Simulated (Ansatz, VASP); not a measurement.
# One calculation of Be, two programs

Contents of INCAR:

```
  ALGO = Normal
  EDIFF = 1E-6
  ENCUT = 600
  GGA = PE
  GGA_COMPAT = False
  ISIF = 2
  ISMEAR = -1
  LASPH = True
  LCHARG = False
  LREAL = False
  LWAVE = False
  NBANDS = 7
  NELM = 120
  PREC = Accurate
  SIGMA = 0.1
```

The input KPOINTS:

```
k-points
0
Gamma
  20 20 20
```

Contents of POSCAR:

```
Be
1.0
    1.9105112092      0.0000000000      0.0000000000
    0.0000000000      1.9105112092      0.0000000000
    0.0000000000      0.0000000000      1.9105112092
Be
1
Direct
    0.0000000000      0.0000000000      0.0000000000
```

Input for Ansatz:

```yaml
crystal:
  lattice:
    - [1.9105112092, 0.0, 0.0]
    - [0.0, 1.9105112092, 0.0]
    - [0.0, 0.0, 1.9105112092]
  atoms:
    - { symbol: Be, position: [0.0, 0.0, 0.0] }
kpoints:
  mp_grid: { grid: [20, 20, 20] }
scf:
  occupations: { method: fermi_dirac, width: 0.1 }
hamiltonian:
  xc: pbe
  pseudopotentials: { kind: all_electron, lapw: { basis_error: 0.001 } }
output:
  forces: true
  stress: true
  eigenvalues: true
  populations: true
```

Change from the starting cell: volume scaled by 0.68, LAPW.

Alike in both runs: task single point; functional PBE; k mesh 20 × 20 × 20; occupations fermi-dirac, width 0.1 eV; no spin polarisation.

|  | VASP | Ansatz |
| --- | --- | --- |
| version | VASP 6.6.1 | Ansatz 0.2.0 |
| potentials or method | VASP PAW PBE potentials, release 64 (Be), cutoff 600 eV | all-electron LAPW, scalar-relativistic |

```tsv
	VASP	Ansatz	Ansatz less VASP
pressure (GPa)	55.6	55.3	-0.34
```

Both programs put the cell under a high pressure, so it lies far from rest at this level. Ansatz ran all-electron here, and VASP with PAW potentials.
